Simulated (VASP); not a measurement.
NaI, 2 atoms in the cell. It takes space group Fm-3m (No. 225, cubic). The conventional cell has a = 6.459 Å, b = 6.459 Å, c = 6.459 Å, α = 90.00°, β = 90.00°, γ = 90.00°. Na (site symmetry m-3m) has 6 I at 3.23 Å within 4.2 Å. Within 4.2 Å of I (site symmetry m-3m) lie 6 Na at 3.23 Å. 

```yaml
Program: VASP 6.6.1
Task: single point
Functional: PBE
Potentials_or_basis: VASP PAW PBE potentials, release 64 (Na_pv, I)
Cutoff: 520 eV
k_mesh: 8 × 8 × 8
Occupations: gaussian, width 0.01 eV
Spin: non-collinear spin, zero start, spin-orbit coupling
Starting_moments: "[[0.0, 0.0, 0.0], [0.0, 0.0, 0.0]] μB"
Dipole_correction: no
Further_INCAR_settings: ALGO = Normal; EDIFF = 1e-06; NBANDS = 26
```

Potentials or basis: VASP PAW PBE potentials, release 64 (Na_pv, I).

Command:

```console
$ cat potpaw_PBE.64/Na_pv/POTCAR potpaw_PBE.64/I/POTCAR > POTCAR
$ mpirun -np 1 vasp_ncl > vasp.out
```

Hardware: 1 thread of Intel Xeon 8259CL, on a shared host.

Question: Estimate the wall time of this run.

Answer: It took 3.6 min on 1 thread of Intel Xeon 8259CL (shared host), peak memory 0.42 GiB. Counts: scf iterations 13, k points 29.
